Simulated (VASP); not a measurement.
Input of a VASP 6.6.1 run:

Contents of INCAR:

```
PREC = Accurate
ENCUT = 520
EDIFF = 1E-6
ISMEAR = 0
SIGMA = 0.01
LREAL = Auto
LASPH = True
NELM = 150
ALGO = Normal
ISIF = 2
LWAVE = False
LCHARG = True
ISPIN = 2
MAGMOM = 0.2 0 0 0 0 0 0 0 0.2 0 0 0 0.2 0.2 0.2 0
LORBIT = 11
GGA = PE
LELF = True
LVHAR = True
NBANDS = 90
```

The input KPOINTS:

```
regular mesh
0
Gamma
  3 3 3
```

File POSCAR:

```
Zn7GaO8
1.0
    0.0000000000      4.6179891406     -4.6179891406
    4.6179891406      4.6179891406      0.0000000000
    4.6179891406      0.0000000000     -4.6179891406
Ga Zn O
1 7 8
Direct
    0.0000000000      0.0000000000      0.5000000000
   -0.0028002698      0.5028002698      0.4971997302
    0.5028002698     -0.0028002698      0.4971997302
    0.5028002698      0.5028002698      0.4971997302
   -0.0028002698     -0.0028002698      1.0028002698
   -0.0028002698      0.5028002698      1.0028002698
    0.5028002698     -0.0028002698      1.0028002698
    0.5000000000      0.5000000000      1.0000000000
    0.1199848703      0.1199848703      0.1400453890
    0.1256184405      0.6247938532      0.1247938532
    0.6247938532      0.1256184405      0.1247938532
    0.6247938532      0.6247938532      0.1247938532
    0.1199848703      0.1199848703      0.6199848703
    0.1199848703      0.6400453890      0.6199848703
    0.6400453890      0.1199848703      0.6199848703
    0.6247938532      0.6247938532      0.6256184405
```

Potentials or basis: VASP PAW PBE potentials, release 64 (Ga_d, Zn, O).

Command:

```bash
$ cat potpaw_PBE.64/Ga_d/POTCAR potpaw_PBE.64/Zn/POTCAR potpaw_PBE.64/O/POTCAR > POTCAR
$ mpirun -np 1 vasp_std > vasp.out
```

(1) What does it give for the largest force?

(2) Predict the pressure.

(3) Estimate the net moment.

Results:

(1) 0.030 eV/Å.

(2) 2.5 GPa.

(3) 0.11 μB per cell.

Caveat: the k points lie up to 0.39 Å⁻¹ apart.
